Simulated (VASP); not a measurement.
Wanted: the native input for a VASP 6.6.1 run.

```
Task                   : electric field gradients
Functional             : PBE
Potentials or basis    : VASP PAW PBE potentials, release 64 (Ag)
Cutoff                 : 520 eV
k mesh                 : 15 × 15 × 15
Occupations            : fermi-dirac, width 0.05 eV
Spin                   : no spin polarisation
Dipole correction      : no
Further INCAR settings : ALGO = Normal; EDIFF = 1e-08; NBANDS = 12
```

The structure of Ag lies in POSCAR:

```
Ag
1.0
    0.0000000000      2.0831709575      2.0831709575
    2.0831709575      0.0000000000      2.0831709575
    2.0831709575      2.0831709575      0.0000000000
Ag
1
Direct
    0.0000000000      0.0000000000      0.0000000000
```

This cell differs from its parent crystal: volume scaled by 1.06.

These files were run (other wordings do the same):

INCAR

```
SYSTEM = Ag
PREC = Accurate ; ENCUT = 520
EDIFF = 1E-8 ; ISMEAR = -1
SIGMA = 0.05 ; LREAL = .FALSE.
LASPH = .TRUE. ; NELM = 60
ALGO = Normal ; ISIF = 2
LWAVE = .FALSE. ; LCHARG = .FALSE.
GGA = PE ; LEFG = .TRUE.
NBANDS = 12
```

KPOINTS

```
Automatic mesh
0
G
  15 15 15
  0 0 0
```

Potentials or basis: VASP PAW PBE potentials, release 64 (Ag).

Run with:

```bash
$ cat potpaw_PBE.64/Ag/POTCAR > POTCAR
$ mpirun -np 1 vasp_std > vasp.out
```

It gave:

| Property | Result |
| --- | --- |
| Pressure | -1.3 GPa |

Caveat: without QUAD_EFG the Cq values of the log hold for a quadrupole moment of 1 mb, not for the nuclei.

It took 11 s on 1 thread of Intel(R) Xeon(R) Platinum 8488C (Sapphire Rapids), on a shared host, peak memory 0.15 GiB.
